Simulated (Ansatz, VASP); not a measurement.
Two plane-wave programs on YPtS2

```
Y Pt S
1.0
     3.72350    0.00000    0.00000
    -1.86175    3.22464    0.00000
     0.00000    0.00000    6.49972
Y Pt S
1 1 2
Direct
  0.00000 0.00000 0.50000
  0.00000 0.00000 0.00000
  0.33333 0.66667 0.24008
  0.33333 0.66667 0.75992
```

Alike in both runs: functional PBE; k mesh 12 × 12 × 8; occupations gaussian, width 0.1 eV; no spin polarisation.

Ansatz relaxed the structure, and its values are those at the end. VASP's run is a single point on that final structure, the one shown.

|  | VASP | Ansatz |
| --- | --- | --- |
| version | VASP 6.6.1 | Ansatz 0.2.0 |
| potentials or method | VASP PAW PBE potentials, release 64 (Y_sv, Pt, S), cutoff 520 eV | scalar-relativistic, plane waves, PAW |
| valence electrons in the cell | 33 | 41 |

```tsv
	VASP	Ansatz	Ansatz less VASP
gap on the k mesh at the Fermi level (eV)	none	none	-
pressure (GPa)	-0.1	0.0	+0.14
rms of the force components (eV/Å)	0.003	0.001	-0.0019
```

A gap of «none» marks a metal or a gap that the smearing closes. VASP's potentials hold 33 valence electrons a cell and Ansatz's 41, so a difference there can come from the potentials and not from the codes.

Spin-orbit coupling is off throughout.
